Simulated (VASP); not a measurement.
**ZrS: single point with LDA**

The system is ZrS.

```
Zr S
1.0
     0.00000    2.56714    2.56714
     2.56714    0.00000    2.56714
     2.56714    2.56714    0.00000
Zr S
1 1
Direct
  0.99632 0.00368 0.00368
  0.51046 0.48954 0.48954
```

This cell differs from its parent crystal: atoms displaced along a vibrational mode.

```yaml
Program: VASP 6.6.1
Task: single point
Functional: LDA
Potentials_or_basis: VASP PAW LDA potentials, release 64 (Zr_sv, S)
Cutoff: 520 eV
k_mesh: 16 × 16 × 16
Occupations: gaussian, width 0.15 eV
Spin: no spin polarisation
```

```json
{
  "Pressure": "0.5 GPa",
  "Largest force": "0.479 eV/Å",
  "Band gap on the k mesh": "zero (bands 9 and 10 overlap by 3.02 eV)"
}
```

Forces in eV/Å, atoms in the order of the input:
```
Zr  -0.479  0.000  0.000
S    0.479  0.000  0.000
```

Stress tensor (GPa, compression positive):
```
1.52 0.00 0.00
0.00 0.05 0.00
0.00 0.00 0.05
```

Levels at points of the mesh, in eV from the Fermi level:
```tsv
k point	band 7	band 8	band 9	band 10	band 11	band 12
(0.00, 0.00, 0.00)	-3.55	-3.55	-1.50	-1.44	-1.44	-0.76
(0.50, 0.00, 0.00)	-6.20	-6.19	1.58	1.61	1.94	2.06
(0.50, 0.50, 0.00)	-4.60	-4.45	-3.58	0.56	2.61	2.61
(0.00, 0.50, 0.50)	-4.45	-4.45	-3.75	0.54	2.60	2.60
```

It took 4.3 min on 1 thread of AMD EPYC 7R43 64-Core Processor (Zen 3), on a shared host, peak memory 0.25 GiB.

Caveat: the cell differs from its parent crystal (atoms displaced along a vibrational mode).
